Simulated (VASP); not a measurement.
Write the native input for VASP 6.6.1 that does the following.

- Task: relaxation of cell and atoms
- Functional: PBE
- Potentials or basis: VASP PAW PBE potentials, release 64 (Au)
- Cutoff: 600 eV
- k mesh: 24 × 24 × 24
- Occupations: gaussian, width 0.1 eV
- Spin: no spin polarisation
- Dipole correction: no
- Further INCAR settings: ALGO = Normal; EDIFF = 1e-07; IBRION = 2; EDIFFG = -0.01; NSW = 100; ISIF = 3

The structure of Au lies in POSCAR:

```
Au
1.0
   -1.6498318325      1.6498318325      1.6498318325
    1.6498318325     -1.6498318325      1.6498318325
    1.6498318325      1.6498318325     -1.6498318325
Au
1
Direct
    0.0000000000      0.0000000000      0.0000000000
```

The input as run:

INCAR

```
SYSTEM = Au
PREC     = Accurate       ! precision mode
ENCUT    = 600            ! plane-wave cutoff, eV
EDIFF    = 1E-7           ! SCF threshold, eV
ISMEAR   = 0              ! smearing method
SIGMA    = 0.1            ! smearing width, eV
LREAL    = .FALSE.        ! projectors in reciprocal space
LASPH    = .TRUE.         ! aspherical terms in the spheres
NELM     = 100            ! most SCF steps
ALGO     = Normal         ! electronic algorithm
ISIF     = 3              ! what is computed and relaxed
LWAVE    = .FALSE.        ! write WAVECAR
LCHARG   = .FALSE.        ! write CHGCAR
GGA      = PE             ! functional
IBRION   = 2              ! ionic algorithm
NSW      = 100            ! ionic steps
EDIFFG   = -0.01          ! ionic threshold
```

KPOINTS

```
regular mesh
0
G
  24 24 24
  0 0 0
```

Potentials or basis: VASP PAW PBE potentials, release 64 (Au).

Launch:

```bash
$ cat potpaw_PBE.64/Au/POTCAR > POTCAR
$ mpirun -np 1 vasp_std > vasp.out
```

It gave:

```yaml
Relaxed_volume: 17.99 Å³/atom
Relaxed_cell: a = 2.859 Å, b = 2.859 Å, c = 2.859 Å, α = 109.47°, β = 109.47°, γ = 109.47°
Space_group_after_relaxing_to_0.05_Å: Im-3m (No. 229)
Energy_gained_by_relaxing: 0.0 meV/atom
Ionic_steps: 3
Pressure_after_relaxing: 0.0 GPa
```

Wall time 32 s on 1 thread of Intel(R) Xeon(R) 6975P-C (Granite Rapids) (shared host), peak memory 0.22 GiB.
